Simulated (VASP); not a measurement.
Sn3Se: single point with PBE

Sn3Se:

```
CELL_PARAMETERS angstrom
0.00000 3.74193 3.74193
3.72795 0.01398 3.72795
3.72795 3.72795 0.01398
ATOMIC_POSITIONS crystal
Sn 0.25000 0.25000 0.25000
Sn 0.75000 0.75000 0.75000
Sn 0.50000 0.50000 0.50000
Se 0.00000 0.00000 0.00000
```

This cell differs from its parent crystal: strain +0.0075 x Voigt [0, 0, 0, 1, 0, 0].

* Program: VASP 6.6.1
* Task: single point
* Functional: PBE
* Potentials or basis: VASP PAW PBE potentials, release 64 (Sn_d, Se)
* Cutoff: 520 eV
* k mesh: 12 × 12 × 12
* Occupations: gaussian, width 0.15 eV
* Spin: no spin polarisation

```yaml
Pressure: 0.1 GPa
Largest_force: 0.017 eV/Å
Band_gap_on_the_k_mesh: zero (bands 24 and 25 overlap by 2.13 eV)
```

Forces on the atoms (eV/Å):
```
Sn   0.017  0.000  0.000
Sn  -0.017  0.000  0.000
Sn   0.000  0.000  0.000
Se   0.000  0.000  0.000
```

Stress tensor (GPa, compression positive):
```
 0.11  0.00  0.00
 0.00  0.11 -0.08
 0.00 -0.08  0.11
```

Levels at points of the mesh, in eV from the Fermi level:
| k point | band 21 | band 22 | band 23 | band 24 | band 25 | band 26 | band 27 | band 28 |
| --- | --- | --- | --- | --- | --- | --- | --- | --- |
| (0.00, 0.00, 0.00) | -2.86 | -2.84 | -1.30 | -1.28 | -1.26 | -0.56 | -0.54 | -0.52 |
| (0.50, 0.00, 0.00) | -3.35 | -2.14 | -2.13 | -0.84 | 0.39 | 2.09 | 2.14 | 3.50 |
| (0.00, 0.50, 0.00) | -3.36 | -2.16 | -2.15 | -0.85 | 0.38 | 2.11 | 2.16 | 3.53 |
| (0.50, 0.50, 0.00) | -4.81 | -0.32 | 0.47 | 0.47 | 1.02 | 2.78 | 2.78 | 3.28 |
| (0.00, 0.50, 0.50) | -4.80 | -0.32 | 0.45 | 0.48 | 1.02 | 2.76 | 2.81 | 3.28 |

Wall time 15 min on 1 thread of Intel(R) Xeon(R) Platinum 8488C (Sapphire Rapids), with other jobs on the host, peak memory 0.81 GiB.

Caveat: the cell differs from its parent crystal (strain +0.0075 x Voigt [0, 0, 0, 1, 0, 0]); spin-orbit coupling is left out, which moves the levels of the heavy elements.
